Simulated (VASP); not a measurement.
# Mn (Fd-3m) in VASP: notebook

Mn is run at these levels: PBE; tasks: single point, relaxation of cell and atoms.

All numbers are computed with VASP 6.6.1; they aren't measurements. Logs are shortened: lines on timing, memory, paths and dates and some standing lists are left out, and cuts for length are marked.

**1. The cell of the first run**

Symmetry: Fd-3m, No. 227, cubic system. The conventional cell has a = 5.952 Å, b = 5.952 Å, c = 5.952 Å, α = 90.00°, β = 90.00°, γ = 90.00°. Mn (site symmetry -43m) has 4 Mn at 2.58 Å within 3.4 Å.

This isn't the form of Mn at room conditions, which is a 58-atom cubic cell.

**2. Single point, PBE, collinear spin, ferromagnetic start**

INCAR

```
SYSTEM = Mn
PREC = Accurate
ENCUT = 520
EDIFF = 1E-6
ISMEAR = 0
SIGMA = 0.1
LREAL = .FALSE.
LASPH = .TRUE.
NELM = 150
ALGO = Normal
ISIF = 2
LWAVE = .FALSE.
LCHARG = .FALSE.
ISPIN = 2
MAGMOM = 4.53 4.53
LORBIT = 11
LMAXMIX = 4
GGA = PE
NBANDS = 24
```

KPOINTS

```
Automatic mesh
0
G
  12 12 12
  0 0 0
```

POSCAR

```
Mn
1.0
    0.0000000000      2.9757522959      2.9757522959
    2.9757522959      0.0000000000      2.9757522959
    2.9757522959      2.9757522959      0.0000000000
Mn
2
Direct
    0.5000000000      0.5000000000      0.5000000000
    0.7500000000      0.7500000000      0.7500000000
```

Potentials or basis: VASP PAW PBE potentials, release 64 (Mn_pv).

Started as:

```console
$ cat potpaw_PBE.64/Mn_pv/POTCAR > POTCAR
$ mpirun -np 1 vasp_std > vasp.out
```

OUTCAR:

```text
SYSTEM = Mn
   PREC = Accurate
   ENCUT = 520
   EDIFF = 1E-6
   ISMEAR = 0
   LREAL = .FALSE.
   LASPH = .TRUE.
   NELM = 150
   ISIF = 2
   ISPIN = 2
   LORBIT = 11
   GGA = PE

 ion  position               nearest neighbor table
   1  0.500  0.500  0.500-   2 2.58   2 2.58   2 2.58   2 2.58
   2  0.750  0.750  0.750-   1 2.58   1 2.58   1 2.58   1 2.58

  LATTYP: Found a face centered cubic cell.
 ALAT       =     5.9515045918

  Lattice vectors:

 A1 = (   0.0000000000,   2.9757522959,   2.9757522959)
 A2 = (   2.9757522959,   0.0000000000,   2.9757522959)
 A3 = (   2.9757522959,   2.9757522959,   0.0000000000)

Analysis of symmetry for initial positions (statically):
=====================================================================
 Subroutine PRICEL returns:
 Original cell was already a primitive cell.

 Routine SETGRP: Setting up the symmetry group for a
 face centered cubic supercell.

 Subroutine GETGRP returns: Found 48 space group operations
 (whereof 24 operations were pure point group operations)
 out of a pool of 48 trial point group operations.

The static configuration has the point symmetry T_d .
 The point group associated with its full space group is O_h .

Analysis of symmetry for dynamics (positions and initial velocities):
=====================================================================
 Subroutine PRICEL returns:
 Original cell was already a primitive cell.

 Routine SETGRP: Setting up the symmetry group for a
 face centered cubic supercell.

 Subroutine GETGRP returns: Found 48 space group operations
 (whereof 24 operations were pure point group operations)
 out of a pool of 48 trial point group operations.

The dynamic configuration has the point symmetry T_d .
 The point group associated with its full space group is O_h .

Analysis of structural, dynamic, and magnetic symmetry:
=====================================================================
 Subroutine PRICEL returns:
 Original cell was already a primitive cell.

 Routine SETGRP: Setting up the symmetry group for a
 face centered cubic supercell.

 Subroutine GETGRP returns: Found 48 space group operations
 (whereof 24 operations were pure point group operations)
 out of a pool of 48 trial point group operations.

The overall configuration has the point symmetry T_d .
 The point group associated with its full space group is O_h .

 Subroutine INISYM returns: Found 48 space group operations
 (whereof 24 operations are pure point group operations),
 and found     1 'primitive' translations

----------------------------------------------------------------------------------------

                                     Primitive cell

  volume of cell :      52.7012

  direct lattice vectors                    reciprocal lattice vectors
     0.000000000  2.975752296  2.975752296    -0.168024738  0.168024738  0.168024738
     2.975752296  0.000000000  2.975752296     0.168024738 -0.168024738  0.168024738
     2.975752296  2.975752296  0.000000000     0.168024738  0.168024738 -0.168024738

  length of vectors
     4.208349255  4.208349255  4.208349255     0.291027383  0.291027383  0.291027383

  position of ions in fractional coordinates (direct lattice)
     0.500000000  0.500000000  0.500000000
     0.750000000  0.750000000  0.750000000

  ion indices of the primitive-cell ions
   primitive index   ion index
                 1           1
                 2           2

----------------------------------------------------------------------------------------

 KPOINTS: Automatic mesh

Automatic generation of k-mesh.
 Grid dimensions read from file:
 generate k-points for:   12   12   12

 Generating k-lattice:

  Cartesian coordinates                     Fractional coordinates (reciprocal lattice)
    -0.014002062  0.014002062  0.014002062     0.083333333  0.000000000  0.000000000
     0.014002062 -0.014002062  0.014002062     0.000000000  0.083333333  0.000000000
     0.014002062  0.014002062 -0.014002062     0.000000000  0.000000000  0.083333333

  Length of vectors
     0.024252282  0.024252282  0.024252282

  Shift w.r.t. Gamma in fractional coordinates (k-lattice)
     0.000000000  0.000000000  0.000000000

 Subroutine IBZKPT returns following result:
 ===========================================

 Found     72 irreducible k-points:

 Following reciprocal coordinates:
            Coordinates               Weight
  0.000000  0.000000  0.000000      1.000000
  0.083333  0.000000  0.000000      8.000000
  0.166667  0.000000  0.000000      8.000000
  0.250000  0.000000  0.000000      8.000000
  0.333333  0.000000  0.000000      8.000000
  0.416667  0.000000  0.000000      8.000000
[... 16 lines left out ...]
  0.500000  0.166667  0.000000     24.000000
 -0.416667  0.166667  0.000000     24.000000
 [... further k-points ...]
   k-points           NKPTS =     72   k-points in BZ     NKDIM =     72   number of bands    NBANDS=     24
   number of dos      NEDOS =    301   number of ions     NIONS =      2
   total plane-waves  NPLWV =  32768
   dimension x,y,z NGX =    32 NGY =   32 NGZ =   32
   dimension x,y,z NGXF=    64 NGYF=   64 NGZF=   64
   ions per type =               2
   NGX,Y,Z   is equivalent  to a cutoff of  12.64, 12.64, 12.64 a.u.
   NGXF,Y,Z  is equivalent  to a cutoff of  25.28, 25.28, 25.28 a.u.
 SYSTEM =  Mn
   PREC   = accura    normal or accurate (medium, high low for compatibility)
   ISTART =      0    job   : 0-new  1-cont  2-samecut
   ICHARG =      2    charge: 1-file 2-atom 10-const
   ISPIN  =      2    spin polarized calculation?
   LNONCOLLINEAR =      F non collinear calculations
   LSORBIT =      F    spin-orbit coupling
   LASPH  =      T    aspherical Exc in radial PAW
   ENCUT  =  520.0 eV  38.22 Ry    6.18 a.u.   7.82  7.82  7.82*2*pi/ulx,y,z
   NELM   =    150;   NELMIN=  2; NELMDL= -5     # of ELM steps
   EDIFF  = 0.1E-05   stopping-criterion for ELM
   LREAL  =      F    real-space projection
   EDIFFG = 0.1E-04   stopping-criterion for IOM
   NSW    =      0    number of steps for IOM
   IBRION =     -1    ionic relax: 0-MD 1-quasi-New 2-CG
   NFREE  =      0    steps in history (QN), initial steepest desc. (CG)
   ISIF   =      2    stress and relaxation
   ISYM   =      2    0-nonsym 1-usesym 2-fastsym
   POTIM  = 0.5000    time-step for ionic-motion
   TEBEG  =    0.0;   TEEND  =   0.0 temperature during run
   PSTRESS=    0.0 pullay stress
   NELECT =      26.0000    total number of electrons
   NUPDOWN=      -1.0000    fix difference up-down
   EMIN   =  10.00;   EMAX   =-10.00  energy-range for DOS
   EFERMI =   0.00;   METHOD = LEGACY
   ISMEAR =     0;   SIGMA  =   0.10  broadening in eV -4-tet -1-fermi 0-gaus
   EFERMI_NEDOS =   21; number of points for ismear=-14 and -15
   IALGO  =     38    algorithm
   IMIX   =      4    mixing-type and parameters
     AMIX     =   0.40;   BMIX     =  1.00
     AMIX_MAG =   1.60;   BMIX_MAG =  1.00
  volume/ion in A,a.u.               =      26.35       177.82
  Fermi-wavevector in a.u.,A,eV,Ry     =   1.293578  2.444507 22.767216  1.673343
  Thomas-Fermi vector in A             =   2.425214
   LORBIT       =     11    0 simple, 1 ext, 2 COOP (PROOUT), +10 PAW based schemes
   GGA     = PE    functional components
   LHFCALC =     F    Hartree Fock is set to
   AEXX    =    0.0000 exact exchange contribution
   IVDW    =     0    specifies the selected vdW correction
   LEPSILON=     F    determine dielectric tensor
   LRPA    =     F    only Hartree local field effects (RPA)
 spin polarized calculation
 Gauss-broadening in eV      SIGMA  =   0.10
  energy-cutoff  :      520.00
  volume of cell :       52.70
 maximum number of plane-waves:      1435
   NGX = 15   NGY = 15   NGZ = 15

 number of electron      25.9999978 magnetization       8.2321623

 Free energy of the ion-electron system (eV)
  ---------------------------------------------------
  ext. energy  EPLUGINS =         0.00000000
  ---------------------------------------------------
  free energy    TOTEN  =       -13.37111271 eV

  energy without entropy =      -13.35214482  energy(sigma->0) =      -13.36162876

 E-fermi :   2.6280     XC(G=0):  -9.0890

 val. band max:        2.6268327103   @ k =  -0.4167   0.5000   0.0833
 cond. band min:       2.6298767374   @ k =   0.4167   0.0833   0.0000
 fundamental gap:      0.0030440271
 Fermi energy:         2.6279570160

 spin component 1

 k-point     1 :       0.0000    0.0000    0.0000
  band No.  band energies     occupation
      1     -47.2709      1.00000
      2     -47.2709      1.00000
      3     -47.2709      1.00000
      4     -47.1297      1.00000
      5     -47.1297      1.00000
      6     -47.1297      1.00000
[... 16 lines left out ...]
     23      11.0721      0.00000
     24      12.9399      0.00000
[... 598 lines left out ...]
      2     -47.2862      1.00000
      3     -47.2462      1.00000
      4     -47.1557      1.00000
      5     -47.1145      1.00000
      6     -47.1083      1.00000
[... 16 lines left out ...]
     23      13.0668      0.00000
     24      14.8055      0.00000

 [... further k-points ...]

 spin component 2

 k-point     1 :       0.0000    0.0000    0.0000
  band No.  band energies     occupation
      1     -43.2142      1.00000
      2     -43.2142      1.00000
      3     -43.2142      1.00000
      4     -43.0589      1.00000
      5     -43.0589      1.00000
      6     -43.0589      1.00000
[... 16 lines left out ...]
     23      12.4716      0.00000
     24      13.3276      0.00000
[... 598 lines left out ...]
      2     -43.2320      1.00000
      3     -43.1881      1.00000
      4     -43.0869      1.00000
      5     -43.0414      1.00000
      6     -43.0342      1.00000
[... 16 lines left out ...]
     23      14.1651      0.00000
     24      15.7978      0.00000

 [... further k-points ...]

------------------------ aborting loop because EDIFF is reached ----------------------------------------

  FORCE on cell =-STRESS in cart. coord.  units (eV):
  Direction    XX          YY          ZZ          XY          YZ          ZX
  --------------------------------------------------------------------------------------
  -------------------------------------------------------------------------------------
  Total       -0.0111758     -0.0111758     -0.0111758      0.0000000      0.0000000     -0.0000000
  in kB       -0.3397566     -0.3397566     -0.3397566      0.0000000      0.0000000     -0.0000000
  external PRESSURE =      -0.3397566 kB  Pullay stress =       0.0000000 kB

 VOLUME and BASIS-vectors are now :
 -----------------------------------------------------------------------------
  energy-cutoff  :      520.00
  volume of cell :       52.70
      direct lattice vectors                 reciprocal lattice vectors
     0.000000000  2.975752296  2.975752296    -0.168024738  0.168024738  0.168024738
     2.975752296  0.000000000  2.975752296     0.168024738 -0.168024738  0.168024738
     2.975752296  2.975752296  0.000000000     0.168024738  0.168024738 -0.168024738

 POSITION                                       TOTAL-FORCE (eV/Angst)
 -----------------------------------------------------------------------------------
      2.97575      2.97575      2.97575         0.000000     -0.000000      0.000000
      4.46363      4.46363      4.46363        -0.000000      0.000000     -0.000000
 -----------------------------------------------------------------------------------
    total drift:                               -0.000000     -0.000000      0.000000

  FREE ENERGIE OF THE ION-ELECTRON SYSTEM (eV)
  ---------------------------------------------------
  free  energy   TOTEN  =       -13.3711127078 eV

  energy  without entropy=      -13.3521448220  energy(sigma->0) =      -13.36162876

 total charge

# of ion       s       p       d       tot
------------------------------------------
    1        0.370   6.109   4.977  11.455
    2        0.370   6.109   4.977  11.455
--------------------------------------------------
tot          0.739  12.217   9.954  22.910

 magnetization (x)

# of ion       s       p       d       tot
------------------------------------------
    1        0.021   0.043   3.833   3.896
    2        0.021   0.043   3.833   3.896
--------------------------------------------------
tot          0.042   0.086   7.665   7.793
```

Wall time 2.2 min (1 thread of AMD EPYC 7R13 (Zen 3), shared host); peak memory 0.24 GiB.

What came out:

```yaml
Free_energy: -13.3711 eV
Pressure: 0.0 GPa
Net_moment: 8.23 μB per cell
Site_moments: Mn +3.90 μB
Valence_electrons_inside_the_program's_atomic_spheres: Mn 11.46
```

**3. Relaxation of cell and atoms, PBE, collinear spin, ferromagnetic start**

This run uses another cell than the first one, of 32.09 Å³/atom.

INCAR

```
PREC = Accurate ; ENCUT = 600
EDIFF = 1E-6 ; ISMEAR = 0
SIGMA = 0.1 ; LREAL = F
LASPH = T ; NELM = 150
ALGO = Fast ; ISIF = 3
LWAVE = F ; LCHARG = F
ISPIN = 2 ; MAGMOM = 4.53 4.53
LORBIT = 11 ; LMAXMIX = 4
GGA = PE ; IBRION = 2
NSW = 80 ; EDIFFG = -0.01
```

KPOINTS

```
Automatic mesh
0
Gamma
  12 12 12
```

POSCAR

```
Mn
1.0
    0.0000000000      3.1779378202      3.1779378202
    3.1779378202      0.0000000000      3.1779378202
    3.1779378202      3.1779378202      0.0000000000
Mn
2
Direct
    0.5000000000      0.5000000000      0.5000000000
    0.7500000000      0.7500000000      0.7500000000
```

Potentials or basis: VASP PAW PBE potentials, release 64 (Mn_pv).

Started as:

```console
$ cat potpaw_PBE.64/Mn_pv/POTCAR > POTCAR
$ mpirun -np 1 vasp_std > vasp.out
```

Wall time 12 min (1 thread of Intel Xeon Platinum 8488C (Sapphire Rapids), shared host); peak memory 0.36 GiB.

The run converged. Its results:

| Item | Value |
| --- | --- |
| Free energy | -13.3753 eV |
| Relaxed volume | 26.27 Å³/atom |
| Relaxed cell | a = 4.204 Å, b = 4.204 Å, c = 4.204 Å, α = 60.00°, β = 60.00°, γ = 60.00° |
| Space group after relaxing (to 0.1 Å) | Fd-3m (No. 227) |
| Energy gained by relaxing | 49.1 meV/atom |
| Ionic steps | 5 |
| Pressure after relaxing | 0.0 GPa |
| Net moment | 8.22 μB per cell |
| Site moments | Mn +3.89 μB |
| Valence electrons inside the program's atomic spheres | Mn 11.46 |

Step by step:
| step | energy change (eV) | largest force (eV/Å) | pressure (GPa) | volume (Å³) |
| --- | --- | --- | --- | --- |
| 1 | 0.0000 | 0.0000 | -2.31 | 64.19 |
| 2 | -0.0527 | 0.0000 | -1.72 | 59.98 |
| 3 | -0.0980 | 0.0000 | 0.15 | 52.22 |
| 4 | -0.0981 | 0.0000 | -0.08 | 52.75 |
| 5 | -0.0981 | 0.0000 | -0.05 | 52.53 |

Final structure:
```cif
data_structure
_symmetry_space_group_name_H-M 'P 1'
_symmetry_Int_Tables_number 1
_cell_length_a 4.2039
_cell_length_b 4.2039
_cell_length_c 4.2039
_cell_angle_alpha 60.000
_cell_angle_beta 60.000
_cell_angle_gamma 60.000
_cell_volume 52.53
loop_
_atom_site_label
_atom_site_type_symbol
_atom_site_fract_x
_atom_site_fract_y
_atom_site_fract_z
_atom_site_occupancy
Mn1 Mn 0.50000 0.50000 0.50000 1
Mn2 Mn 0.75000 0.75000 0.75000 1
```

Levels at points of the mesh, in eV from the Fermi level:
Spin up:
| k point | band 15 | band 16 | band 17 | band 18 | band 19 | band 20 |
| --- | --- | --- | --- | --- | --- | --- |
| (0.00, 0.00, 0.00) | -1.95 | -1.26 | -1.26 | 7.72 | 7.72 | 7.72 |
| (0.50, 0.00, 0.00) | -1.61 | -1.34 | -1.34 | -0.49 | 5.36 | 5.36 |
| (0.50, 0.50, 0.00) | -1.24 | -1.24 | -0.03 | -0.03 | 2.56 | 2.56 |
Spin down:
```csv
k point,band 6,band 7,band 8,band 9,band 10,band 11,band 12,band 13
"(0.00, 0.00, 0.00)",-45.68,-4.79,0.15,0.15,0.15,0.15,0.15,1.36
"(0.50, 0.00, 0.00)",-45.67,-2.25,-1.10,0.13,0.13,0.27,0.27,0.28
"(0.50, 0.50, 0.00)",-45.65,-0.98,-0.98,-0.37,-0.37,0.36,0.36,1.41
```

Caveat: the volume moved by over 15 % at a fixed basis, so the end points are rough.
